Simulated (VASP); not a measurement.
# K (Cmce) in VASP: single point with PBEsol

Aim: the single point of K with PBEsol.

Program: VASP 6.6.1. These are calculated values, not measurements. Logs are shortened: lines on timing, memory, paths and dates and some standing lists are left out, and cuts for length are marked.

### 1 The cell of the first run

The structure is orthorhombic, space group Cmce (No. 64). The conventional cell has a = 8.967 Å, b = 5.926 Å, c = 12.087 Å, α = 90.00°, β = 90.00°, γ = 90.00°. Within 4.4 Å of K (site symmetry m) lie 3 K at 3.34 to 4.37 Å.

### 2 Single point, PBEsol

The input, INCAR:

```
SYSTEM = K
ALGO     = Normal         ! electronic algorithm
EDIFF    = 1E-7           ! SCF threshold, eV
ENCUT    = 520            ! plane-wave cutoff, eV
GGA      = PS             ! functional
ISIF     = 2              ! what is computed and relaxed
ISMEAR   = 0              ! smearing method
LASPH    = .True.         ! aspherical terms in the spheres
LCHARG   = .True.         ! write CHGCAR
LELF     = .True.         ! ELF
LREAL    = .False.        ! projectors in reciprocal space
LVHAR    = .True.       
LWAVE    = .False.        ! write WAVECAR
NBANDS   = 26             ! bands
NELM     = 100            ! most SCF steps
PREC     = Accurate       ! precision mode
SIGMA    = 0.1            ! smearing width, eV
```

The input, KPOINTS:

```
k-points
0
Gamma
  4 4 2
  0 0 0
```

The input, POSCAR:

```
K
1.0
    4.4833177487     -2.9631300627      0.0000000000
    4.4833177487      2.9631300627      0.0000000000
    0.0000000000      0.0000000000     12.0873459909
K
4
Direct
    0.8500000000      0.1500000000      0.1170000000
    0.6500000000      0.3500000000      0.6170000000
    0.1500000000      0.8500000000      0.8830000000
    0.3500000000      0.6500000000      0.3830000000
```

Potentials or basis: VASP PAW PBE potentials, release 64 (K_sv).

Started as:

```console
$ cat potpaw_PBE.64/K_sv/POTCAR > POTCAR
$ mpirun -np 1 vasp_std > vasp.out
```

OUTCAR:

```text
SYSTEM = K
   EDIFF = 1E-7
   ENCUT = 520
   GGA = PS
   ISIF = 2
   ISMEAR = 0
   LASPH = .True.
   LREAL = .False.
   NELM = 100
   PREC = Accurate

 ion  position               nearest neighbor table
   1  0.850  0.150  0.117-   3 3.34
   2  0.650  0.350  0.617-   4 3.34
   3  0.150  0.850  0.883-   1 3.34
   4  0.350  0.650  0.383-   2 3.34

  LATTYP: Found a base centered orthorhombic cell.
 ALAT       =     5.9262601254
 B/A-ratio  =     1.5130344109
 C/A-ratio  =     2.0396246090

  Lattice vectors:

 A1 = (  -4.4833177487,  -2.9631300627,   0.0000000000)
 A2 = (   4.4833177487,  -2.9631300627,   0.0000000000)
 A3 = (   0.0000000000,   0.0000000000,  12.0873459909)

Analysis of symmetry for initial positions (statically):
=====================================================================
 Subroutine PRICEL returns:
 Original cell was already a primitive cell.

 Routine SETGRP: Setting up the symmetry group for a
 base centered orthorhombic supercell.

 Subroutine GETGRP returns: Found  8 space group operations
 (whereof  4 operations were pure point group operations)
 out of a pool of  8 trial point group operations.

The static configuration has the point symmetry C_2h.
 The point group associated with its full space group is D_2h.

Analysis of symmetry for dynamics (positions and initial velocities):
=====================================================================
 Subroutine PRICEL returns:
 Original cell was already a primitive cell.

 Routine SETGRP: Setting up the symmetry group for a
 base centered orthorhombic supercell.

 Subroutine GETGRP returns: Found  8 space group operations
 (whereof  4 operations were pure point group operations)
 out of a pool of  8 trial point group operations.

The dynamic configuration has the point symmetry C_2h.
 The point group associated with its full space group is D_2h.

 Subroutine INISYM returns: Found  8 space group operations
 (whereof  4 operations are pure point group operations),
 and found     1 'primitive' translations

----------------------------------------------------------------------------------------

                                     Primitive cell

  volume of cell :     321.1524

  direct lattice vectors                    reciprocal lattice vectors
     4.483317749 -2.963130063  0.000000000     0.111524551 -0.168740484  0.000000000
     4.483317749  2.963130063  0.000000000     0.111524551  0.168740484  0.000000000
     0.000000000  0.000000000 12.087345991     0.000000000  0.000000000  0.082731147

  length of vectors
     5.374037384  5.374037384 12.087345991     0.202264867  0.202264867  0.082731147

  position of ions in fractional coordinates (direct lattice)
     0.850000000  0.150000000  0.117000000
     0.650000000  0.350000000  0.617000000
     0.150000000  0.850000000  0.883000000
     0.350000000  0.650000000  0.383000000

  ion indices of the primitive-cell ions
   primitive index   ion index
                 1           1
                 2           2
                 3           3
                 4           4

----------------------------------------------------------------------------------------

 KPOINTS: k-points

Automatic generation of k-mesh.
 Grid dimensions read from file:
 generate k-points for:    4    4    2

 Generating k-lattice:

  Cartesian coordinates                     Fractional coordinates (reciprocal lattice)
     0.027881138 -0.042185121  0.000000000     0.250000000 -0.000000000  0.000000000
     0.027881138  0.042185121  0.000000000    -0.000000000  0.250000000  0.000000000
     0.000000000  0.000000000  0.041365574     0.000000000  0.000000000  0.500000000

  Length of vectors
     0.050566217  0.050566217  0.041365574

  Shift w.r.t. Gamma in fractional coordinates (k-lattice)
     0.000000000  0.000000000  0.000000000

 Subroutine IBZKPT returns following result:
 ===========================================

 Found     14 irreducible k-points:

 Following reciprocal coordinates:
            Coordinates               Weight
  0.000000  0.000000  0.000000      1.000000
  0.250000  0.000000  0.000000      4.000000
  0.500000  0.000000  0.000000      2.000000
  0.250000  0.250000  0.000000      2.000000
  0.500000  0.250000  0.000000      4.000000
 -0.250000  0.250000  0.000000      2.000000
  0.500000  0.500000  0.000000      1.000000
  0.000000  0.000000  0.500000      1.000000
  0.250000  0.000000  0.500000      4.000000
  0.500000  0.000000  0.500000      2.000000
  0.250000  0.250000  0.500000      2.000000
  0.500000  0.250000  0.500000      4.000000
 -0.250000  0.250000  0.500000      2.000000
  0.500000  0.500000  0.500000      1.000000
   k-points           NKPTS =     14   k-points in BZ     NKDIM =     14   number of bands    NBANDS=     26
   number of dos      NEDOS =    301   number of ions     NIONS =      4
   total plane-waves  NPLWV = 144000
   dimension x,y,z NGX =    40 NGY =   40 NGZ =   90
   dimension x,y,z NGXF=    80 NGYF=   80 NGZF=  180
   ions per type =               4
   NGX,Y,Z   is equivalent  to a cutoff of  12.37, 12.37, 12.38 a.u.
   NGXF,Y,Z  is equivalent  to a cutoff of  24.75, 24.75, 24.76 a.u.
 SYSTEM =  K
   PREC   = accura    normal or accurate (medium, high low for compatibility)
   ISTART =      0    job   : 0-new  1-cont  2-samecut
   ICHARG =      2    charge: 1-file 2-atom 10-const
   ISPIN  =      1    spin polarized calculation?
   LNONCOLLINEAR =      F non collinear calculations
   LSORBIT =      F    spin-orbit coupling
   LASPH  =      T    aspherical Exc in radial PAW
   ENCUT  =  520.0 eV  38.22 Ry    6.18 a.u.   9.99  9.99 22.47*2*pi/ulx,y,z
   NELM   =    100;   NELMIN=  2; NELMDL= -5     # of ELM steps
   EDIFF  = 0.1E-06   stopping-criterion for ELM
   LREAL  =      F    real-space projection
   EDIFFG = 0.1E-05   stopping-criterion for IOM
   NSW    =      0    number of steps for IOM
   IBRION =     -1    ionic relax: 0-MD 1-quasi-New 2-CG
   NFREE  =      0    steps in history (QN), initial steepest desc. (CG)
   ISIF   =      2    stress and relaxation
   ISYM   =      2    0-nonsym 1-usesym 2-fastsym
   POTIM  = 0.5000    time-step for ionic-motion
   TEBEG  =    0.0;   TEEND  =   0.0 temperature during run
   PSTRESS=    0.0 pullay stress
   NELECT =      36.0000    total number of electrons
   NUPDOWN=      -1.0000    fix difference up-down
   EMIN   =  10.00;   EMAX   =-10.00  energy-range for DOS
   EFERMI =   0.00;   METHOD = LEGACY
   ISMEAR =     0;   SIGMA  =   0.10  broadening in eV -4-tet -1-fermi 0-gaus
   EFERMI_NEDOS =   21; number of points for ismear=-14 and -15
   IALGO  =     38    algorithm
   IMIX   =      4    mixing-type and parameters
     AMIX     =   0.40;   BMIX     =  1.00
     AMIX_MAG =   1.60;   BMIX_MAG =  1.00
  volume/ion in A,a.u.               =      80.29       541.81
  Fermi-wavevector in a.u.,A,eV,Ry     =   0.789354  1.491663  8.477519  0.623080
  Thomas-Fermi vector in A             =   1.894479
   LORBIT       =      0    0 simple, 1 ext, 2 COOP (PROOUT), +10 PAW based schemes
   GGA     = PS    functional components
   LHFCALC =     F    Hartree Fock is set to
   AEXX    =    0.0000 exact exchange contribution
   IVDW    =     0    specifies the selected vdW correction
   LEPSILON=     F    determine dielectric tensor
   LRPA    =     F    only Hartree local field effects (RPA)
 non-spin polarized calculation
 Gauss-broadening in eV      SIGMA  =   0.10
  energy-cutoff  :      520.00
  volume of cell :      321.15
 maximum number of plane-waves:      8699
   NGX = 19   NGY = 19   NGZ = 45

 number of electron      35.9999998 magnetization

 Free energy of the ion-electron system (eV)
  ---------------------------------------------------
  ext. energy  EPLUGINS =         0.00000000
  ---------------------------------------------------
  free energy    TOTEN  =        -3.87394747 eV

  energy without entropy =       -3.86439360  energy(sigma->0) =       -3.86917053

 E-fermi :  -0.4010     XC(G=0):  -5.4724

 val. band max:       -0.4089291593   @ k =   0.5000   0.0000   0.5000
 cond. band min:      -0.2510882653   @ k =   0.5000   0.5000   0.0000
 fundamental gap:      0.1578408940
 Fermi energy:        -0.4009958039

 k-point     1 :       0.0000    0.0000    0.0000
  band No.  band energies     occupation
      1     -32.6507      2.00000
      2     -32.6472      2.00000
      3     -32.6082      2.00000
      4     -32.6047      2.00000
      5     -16.4254      2.00000
      6     -16.4087      2.00000
[... 18 lines left out ...]
     25       2.8726      0.00000
     26       2.9272      0.00000

 k-point     2 :       0.2500    0.0000    0.0000
  band No.  band energies     occupation
      1     -32.6499      2.00000
      2     -32.6475      2.00000
      3     -32.6077      2.00000
      4     -32.6053      2.00000
      5     -16.4238      2.00000
      6     -16.4123      2.00000
[... 18 lines left out ...]
     25       2.6270      0.00000
     26       2.6500      0.00000

 k-point     3 :       0.5000    0.0000    0.0000
  band No.  band energies     occupation
      1     -32.6485      2.00000
      2     -32.6485      2.00000
      3     -32.6065      2.00000
      4     -32.6065      2.00000
      5     -16.4191      2.00000
      6     -16.4191      2.00000
[... 18 lines left out ...]
     25       2.4563      0.00000
     26       2.4810      0.00000

 k-point     4 :       0.2500    0.2500    0.0000
  band No.  band energies     occupation
      1     -32.6504      2.00000
      2     -32.6471      2.00000
      3     -32.6080      2.00000
      4     -32.6047      2.00000
      5     -16.4246      2.00000
      6     -16.4093      2.00000
[... 18 lines left out ...]
     25       2.2142      0.00000
     26       2.4353      0.00000
[... 206 lines left out ...]
      1     -32.6485      2.00000
      2     -32.6485      2.00000
      3     -32.6064      2.00000
      4     -32.6064      2.00000
      5     -16.4179      2.00000
      6     -16.4179      2.00000
[... 18 lines left out ...]
     25       2.0802      0.00000
     26       2.0802      0.00000

 k-point    13 :      -0.2500    0.2500    0.5000
  band No.  band energies     occupation
      1     -32.6485      2.00000
      2     -32.6485      2.00000
      3     -32.6065      2.00000
      4     -32.6065      2.00000
      5     -16.4187      2.00000
      6     -16.4187      2.00000
[... 18 lines left out ...]
     25       1.9900      0.00000
     26       1.9900      0.00000

 k-point    14 :       0.5000    0.5000    0.5000
  band No.  band energies     occupation
      1     -32.6486      2.00000
      2     -32.6486      2.00000
      3     -32.6062      2.00000
      4     -32.6062      2.00000
      5     -16.4171      2.00000
      6     -16.4171      2.00000
[... 18 lines left out ...]
     25       2.2036      0.00000
     26       2.2036      0.00000

------------------------ aborting loop because EDIFF is reached ----------------------------------------

  FORCE on cell =-STRESS in cart. coord.  units (eV):
  Direction    XX          YY          ZZ          XY          YZ          ZX
  --------------------------------------------------------------------------------------
  -------------------------------------------------------------------------------------
  Total       -2.0595547      0.0476691      1.6278986      0.0000000      0.0000000      0.0000000
  in kB      -10.2747845      0.2378133      8.1213224      0.0000000      0.0000000      0.0000000
  external PRESSURE =      -0.6385496 kB  Pullay stress =       0.0000000 kB

 VOLUME and BASIS-vectors are now :
 -----------------------------------------------------------------------------
  energy-cutoff  :      520.00
  volume of cell :      321.15
      direct lattice vectors                 reciprocal lattice vectors
     4.483317749 -2.963130063  0.000000000     0.111524551 -0.168740484  0.000000000
     4.483317749  2.963130063  0.000000000     0.111524551  0.168740484  0.000000000
     0.000000000  0.000000000 12.087345991     0.000000000  0.000000000  0.082731147

 POSITION                                       TOTAL-FORCE (eV/Angst)
 -----------------------------------------------------------------------------------
      4.48332     -2.07419      1.41422         0.000000      0.320153      0.377396
      4.48332     -0.88894      7.45789         0.000000     -0.320153      0.377396
      4.48332      2.07419     10.67313         0.000000     -0.320153     -0.377396
      4.48332      0.88894      4.62945         0.000000      0.320153     -0.377396
 -----------------------------------------------------------------------------------
    total drift:                                0.000000     -0.000000     -0.000000

  FREE ENERGIE OF THE ION-ELECTRON SYSTEM (eV)
  ---------------------------------------------------
  free  energy   TOTEN  =        -3.8739474686 eV

  energy  without entropy=       -3.8643936012  energy(sigma->0) =       -3.86917053
```

Wall time 55 s (1 thread of Intel Xeon 6975P-C (Granite Rapids), shared host); peak memory 0.39 GiB.

Results:

| Quantity | Value |
| --- | --- |
| Free energy | -3.8739 eV |
| Pressure | -0.1 GPa |
| Largest force | 0.495 eV/Å |
| Band gap on the k mesh | zero (band 18 reaches 0.03 eV, above the bottom of band 19 at -1.19 eV) |

Forces in eV/Å, atoms in the order of the input:
```
K    0.000  0.320  0.377
K    0.000 -0.320  0.377
K    0.000 -0.320 -0.377
K    0.000  0.320 -0.377
```

Levels at points of the mesh, in eV from the Fermi level:
```csv
k point,band 16,band 17,band 18,band 19,band 20,band 21
"(0.00, 0.00, 0.00)",-15.64,-1.95,-0.85,-0.78,1.44,2.30
"(0.50, 0.00, 0.00)",-15.65,-0.31,-0.31,0.58,0.58,0.73
"(0.50, 0.50, 0.00)",-15.64,-0.16,0.15,0.81,0.91,0.99
"(0.00, 0.00, 0.50)",-15.65,-1.66,-1.66,0.42,0.42,2.76
"(0.50, 0.00, 0.50)",-15.65,-0.11,-0.11,-0.01,-0.01,1.63
"(0.50, 0.50, 0.50)",-15.65,0.16,0.16,0.33,0.33,1.56
```

Caveat: the PAW data sets were made with another functional, which shifts forces and pressure a little.
